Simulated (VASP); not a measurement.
# AlAs (F-43m) in VASP: notebook

AlAs is run at these levels: PBE; tasks: single point.

Program: VASP 6.6.1. These are calculated values, not measurements. Logs are shortened: lines on timing, memory, paths and dates and some standing lists are left out, and cuts for length are marked.

## (1) The cell of the first run

It takes space group F-43m (No. 216, cubic). Conventional cell: a = 5.661 Å, b = 5.661 Å, c = 5.661 Å, α = 90.00°, β = 90.00°, γ = 90.00°. Al (site symmetry -43m) has 4 As at 2.45 Å within 3.2 Å. As (site symmetry -43m) has 4 Al at 2.45 Å within 3.2 Å.

## (2) Single point, PBE

INCAR

```
SYSTEM = AlAs
PREC = Accurate ; ENCUT = 500
EDIFF = 1E-6 ; ISMEAR = 0
SIGMA = 0.01 ; LREAL = .False.
LASPH = .True. ; NELM = 120
ALGO = Normal ; ISIF = 2
LWAVE = .False. ; LCHARG = .False.
GGA = PE ; NBANDS = 11
GGA_COMPAT = .False.
```

KPOINTS

```
regular mesh
0
Gamma
  3 3 3
  0 0 0
```

POSCAR

```
AlAs
1.0
    0.0000000000      2.8304000000      2.8304000000
    2.8304000000      0.0000000000      2.8304000000
    2.8304000000      2.8304000000      0.0000000000
Al As
1 1
Direct
    0.0000000000      0.0000000000      0.0000000000
    0.2500000000      0.2500000000      0.2500000000
```

Potentials or basis: VASP PAW PBE potentials, release 64 (Al, As).

On the command line:

```console
> cat potpaw_PBE.64/Al/POTCAR potpaw_PBE.64/As/POTCAR > POTCAR
> mpirun -np 1 vasp_std > vasp.out
```

OUTCAR:

```text
SYSTEM = AlAs
   PREC = Accurate
   ENCUT = 500
   EDIFF = 1E-6
   ISMEAR = 0
   LREAL = .False.
   LASPH = .True.
   NELM = 120
   ISIF = 2
   GGA = PE

 ion  position               nearest neighbor table
   1  0.000  0.000  0.000-   2 2.45   2 2.45   2 2.45   2 2.45
   2  0.250  0.250  0.250-   1 2.45   1 2.45   1 2.45   1 2.45

  LATTYP: Found a face centered cubic cell.
 ALAT       =     5.6608000000

  Lattice vectors:

 A1 = (   0.0000000000,   2.8304000000,   2.8304000000)
 A2 = (   2.8304000000,   0.0000000000,   2.8304000000)
 A3 = (   2.8304000000,   2.8304000000,   0.0000000000)

Analysis of symmetry for initial positions (statically):
=====================================================================
 Subroutine PRICEL returns:
 Original cell was already a primitive cell.

 Routine SETGRP: Setting up the symmetry group for a
 face centered cubic supercell.

 Subroutine GETGRP returns: Found 24 space group operations
 (whereof 24 operations were pure point group operations)
 out of a pool of 48 trial point group operations.

The static configuration has the point symmetry T_d .

Analysis of symmetry for dynamics (positions and initial velocities):
=====================================================================
 Subroutine PRICEL returns:
 Original cell was already a primitive cell.

 Routine SETGRP: Setting up the symmetry group for a
 face centered cubic supercell.

 Subroutine GETGRP returns: Found 24 space group operations
 (whereof 24 operations were pure point group operations)
 out of a pool of 48 trial point group operations.

The dynamic configuration has the point symmetry T_d .

 Subroutine INISYM returns: Found 24 space group operations
 (whereof 24 operations are pure point group operations),
 and found     1 'primitive' translations

----------------------------------------------------------------------------------------

                                     Primitive cell

  volume of cell :      45.3496

  direct lattice vectors                    reciprocal lattice vectors
     0.000000000  2.830400000  2.830400000    -0.176653477  0.176653477  0.176653477
     2.830400000  0.000000000  2.830400000     0.176653477 -0.176653477  0.176653477
     2.830400000  2.830400000  0.000000000     0.176653477  0.176653477 -0.176653477

  length of vectors
     4.002790067  4.002790067  4.002790067     0.305972797  0.305972797  0.305972797

  position of ions in fractional coordinates (direct lattice)
     0.000000000  0.000000000  0.000000000
     0.250000000  0.250000000  0.250000000

  ion indices of the primitive-cell ions
   primitive index   ion index
                 1           1
                 2           2

----------------------------------------------------------------------------------------

 KPOINTS: regular mesh

Automatic generation of k-mesh.
 Grid dimensions read from file:
 generate k-points for:    3    3    3

 Generating k-lattice:

  Cartesian coordinates                     Fractional coordinates (reciprocal lattice)
    -0.058884492  0.058884492  0.058884492     0.333333333  0.000000000  0.000000000
     0.058884492 -0.058884492  0.058884492     0.000000000  0.333333333  0.000000000
     0.058884492  0.058884492 -0.058884492     0.000000000  0.000000000  0.333333333

  Length of vectors
     0.101990932  0.101990932  0.101990932

  Shift w.r.t. Gamma in fractional coordinates (k-lattice)
     0.000000000  0.000000000  0.000000000

 Subroutine IBZKPT returns following result:
 ===========================================

 Found      4 irreducible k-points:

 Following reciprocal coordinates:
            Coordinates               Weight
  0.000000  0.000000  0.000000      1.000000
  0.333333  0.000000  0.000000      8.000000
  0.333333  0.333333  0.000000      6.000000
 -0.333333  0.333333  0.000000     12.000000
   k-points           NKPTS =      4   k-points in BZ     NKDIM =      4   number of bands    NBANDS=     11
   number of dos      NEDOS =    301   number of ions     NIONS =      2
   total plane-waves  NPLWV =  27000
   dimension x,y,z NGX =    30 NGY =   30 NGZ =   30
   dimension x,y,z NGXF=    60 NGYF=   60 NGZF=   60
   ions per type =               1   1
   NGX,Y,Z   is equivalent  to a cutoff of  12.46, 12.46, 12.46 a.u.
   NGXF,Y,Z  is equivalent  to a cutoff of  24.92, 24.92, 24.92 a.u.
 SYSTEM =  AlAs
   PREC   = accura    normal or accurate (medium, high low for compatibility)
   ISTART =      0    job   : 0-new  1-cont  2-samecut
   ICHARG =      2    charge: 1-file 2-atom 10-const
   ISPIN  =      1    spin polarized calculation?
   LNONCOLLINEAR =      F non collinear calculations
   LSORBIT =      F    spin-orbit coupling
   LASPH  =      T    aspherical Exc in radial PAW
   ENCUT  =  500.0 eV  36.75 Ry    6.06 a.u.   7.30  7.30  7.30*2*pi/ulx,y,z
   NELM   =    120;   NELMIN=  2; NELMDL= -5     # of ELM steps
   EDIFF  = 0.1E-05   stopping-criterion for ELM
   LREAL  =      F    real-space projection
   EDIFFG = 0.1E-04   stopping-criterion for IOM
   NSW    =      0    number of steps for IOM
   IBRION =     -1    ionic relax: 0-MD 1-quasi-New 2-CG
   NFREE  =      0    steps in history (QN), initial steepest desc. (CG)
   ISIF   =      2    stress and relaxation
   ISYM   =      2    0-nonsym 1-usesym 2-fastsym
   POTIM  = 0.5000    time-step for ionic-motion
   TEBEG  =    0.0;   TEEND  =   0.0 temperature during run
   PSTRESS=    0.0 pullay stress
   NELECT =       8.0000    total number of electrons
   NUPDOWN=      -1.0000    fix difference up-down
   EMIN   =  10.00;   EMAX   =-10.00  energy-range for DOS
   EFERMI =   0.00;   METHOD = LEGACY
   ISMEAR =     0;   SIGMA  =   0.01  broadening in eV -4-tet -1-fermi 0-gaus
   EFERMI_NEDOS =   21; number of points for ismear=-14 and -15
   IALGO  =     38    algorithm
   IMIX   =      4    mixing-type and parameters
     AMIX     =   0.40;   BMIX     =  1.00
     AMIX_MAG =   1.60;   BMIX_MAG =  1.00
  volume/ion in A,a.u.               =      22.67       153.02
  Fermi-wavevector in a.u.,A,eV,Ry     =   0.918150  1.735052 11.469706  0.843000
  Thomas-Fermi vector in A             =   2.043199
   LORBIT       =      0    0 simple, 1 ext, 2 COOP (PROOUT), +10 PAW based schemes
   GGA     = PE    functional components
   LHFCALC =     F    Hartree Fock is set to
   AEXX    =    0.0000 exact exchange contribution
   IVDW    =     0    specifies the selected vdW correction
   LEPSILON=     F    determine dielectric tensor
   LRPA    =     F    only Hartree local field effects (RPA)
 non-spin polarized calculation
 Gauss-broadening in eV      SIGMA  =   0.01
  energy-cutoff  :      500.00
  volume of cell :       45.35
 maximum number of plane-waves:      1150
 NGX is ok and might be reduce to    30
   NGX = 15   NGY = 15   NGZ = 15

 number of electron       8.0000000 magnetization

 Free energy of the ion-electron system (eV)
  ---------------------------------------------------
  ext. energy  EPLUGINS =         0.00000000
  ---------------------------------------------------
  free energy    TOTEN  =        -8.94330135 eV

  energy without entropy =       -8.94330135  energy(sigma->0) =       -8.94330135

 E-fermi :   4.0818     XC(G=0):  -8.9831

 val. band max:        3.9993277731   @ k =   0.0000   0.0000   0.0000
 cond. band min:       5.9248953633   @ k =   0.3333   0.3333   0.0000
 fundamental gap:      1.9255675902
 Fermi energy:         4.0818101495

 k-point     1 :       0.0000    0.0000    0.0000
  band No.  band energies     occupation
      1      -7.8661      2.00000
      2       3.9993      2.00000
      3       3.9993      2.00000
      4       3.9993      2.00000
      5       6.0451      0.00000
      6       8.2109      0.00000
      7       8.2109      0.00000
      8       8.2109      0.00000
      9      12.8329      0.00000
     10      12.9410      0.00000
     11      12.9410      0.00000

 k-point     2 :       0.3333    0.0000    0.0000
  band No.  band energies     occupation
      1      -6.9074      2.00000
      2      -0.5288      2.00000
      3       3.3251      2.00000
      4       3.3251      2.00000
      5       6.3230      0.00000
      6       8.7895      0.00000
      7       8.7895      0.00000
      8      11.4831      0.00000
      9      12.9790      0.00000
     10      12.9790      0.00000
     11      13.3371      0.00000

 k-point     3 :       0.3333    0.3333    0.0000
  band No.  band energies     occupation
      1      -6.5632      2.00000
      2      -0.3217      2.00000
      3       2.1824      2.00000
      4       2.1824      2.00000
      5       5.9249      0.00000
      6       6.9471      0.00000
      7      12.1202      0.00000
      8      12.1202      0.00000
      9      13.0209      0.00000
     10      14.8834      0.00000
     11      17.6351      0.00000

 k-point     4 :      -0.3333    0.3333    0.0000
  band No.  band energies     occupation
      1      -6.0035      2.00000
      2      -1.1061      2.00000
      3       0.4412      2.00000
      4       2.4419      2.00000
      5       6.5340      0.00000
      6      10.3114      0.00000
      7      11.2476      0.00000
      8      11.5719      0.00000
      9      11.8960      0.00000
     10      12.8369      0.00000
     11      18.2829      0.00000

------------------------ aborting loop because EDIFF is reached ----------------------------------------

  FORCE on cell =-STRESS in cart. coord.  units (eV):
  Direction    XX          YY          ZZ          XY          YZ          ZX
  --------------------------------------------------------------------------------------
  -------------------------------------------------------------------------------------
  Total        1.1117711      1.1117711      1.1117711     -0.0000000      0.0000000     -0.0000000
  in kB       39.2782865     39.2782865     39.2782865     -0.0000000      0.0000000     -0.0000000
  external PRESSURE =      39.2782865 kB  Pullay stress =       0.0000000 kB

 VOLUME and BASIS-vectors are now :
 -----------------------------------------------------------------------------
  energy-cutoff  :      500.00
  volume of cell :       45.35
      direct lattice vectors                 reciprocal lattice vectors
     0.000000000  2.830400000  2.830400000    -0.176653477  0.176653477  0.176653477
     2.830400000  0.000000000  2.830400000     0.176653477 -0.176653477  0.176653477
     2.830400000  2.830400000  0.000000000     0.176653477  0.176653477 -0.176653477

 POSITION                                       TOTAL-FORCE (eV/Angst)
 -----------------------------------------------------------------------------------
      0.00000      0.00000      0.00000         0.000000      0.000000      0.000000
      1.41520      1.41520      1.41520        -0.000000     -0.000000     -0.000000
 -----------------------------------------------------------------------------------
    total drift:                               -0.000000     -0.000000     -0.000000

  FREE ENERGIE OF THE ION-ELECTRON SYSTEM (eV)
  ---------------------------------------------------
  free  energy   TOTEN  =        -8.9433013509 eV

  energy  without entropy=       -8.9433013509  energy(sigma->0) =       -8.94330135
```

Wall time 8.9 s (1 thread of Intel Xeon 8259CL, shared host); peak memory 0.16 GiB.

Results:

```
Free energy            : -8.9433 eV
Pressure               : 3.9 GPa
Band gap on the k mesh : 1.93 eV, indirect (least direct gap 2.05 eV)
```

Levels at points of the mesh, in eV from the valence-band top:
| k point | band 2 | band 3 | band 4 | band 5 | band 6 | band 7 |
| --- | --- | --- | --- | --- | --- | --- |
| (0.00, 0.00, 0.00) | 0.00 | 0.00 | 0.00 | 2.05 | 4.21 | 4.21 |

Caveat: the k points lie up to 0.64 Å⁻¹ apart.

## (3) Single point, PBE

INCAR

```
PREC = Accurate
ENCUT = 500
EDIFF = 1E-6
ISMEAR = 0
SIGMA = 0.01
LREAL = False
LASPH = True
NELM = 120
ALGO = Normal
ISIF = 2
LWAVE = False
LCHARG = False
GGA = PE
NBANDS = 11
GGA_COMPAT = False
```

KPOINTS

```
regular mesh
0
Gamma
  4 4 4
```

POSCAR is that of step 2.

Potentials or basis: VASP PAW PBE potentials, release 64 (Al, As).

On the command line:

```console
> cat potpaw_PBE.64/Al/POTCAR potpaw_PBE.64/As/POTCAR > POTCAR
> mpirun -np 1 vasp_std > vasp.out
```

Wall time 12 s (1 thread of Intel Xeon 8259CL, shared host); peak memory 0.16 GiB.

Results (log left out):

- Free energy: -9.2577 eV
- Pressure: 3.1 GPa
- Band gap on the k mesh: 1.41 eV, indirect (least direct gap 2.05 eV)

Levels at points of the mesh, in eV from the valence-band top:
```csv
k point,band 2,band 3,band 4,band 5,band 6,band 7
"(0.00, 0.00, 0.00)",0.00,0.00,0.00,2.05,4.26,4.26
"(0.50, 0.00, 0.00)",-5.59,-0.83,-0.83,2.13,4.65,4.65
"(0.50, 0.50, 0.00)",-5.45,-2.18,-2.18,1.41,2.27,10.32
```

Caveat: the k points lie up to 0.48 Å⁻¹ apart. A k mesh can miss the band edges.

(Part 1 of 2 ends here.)
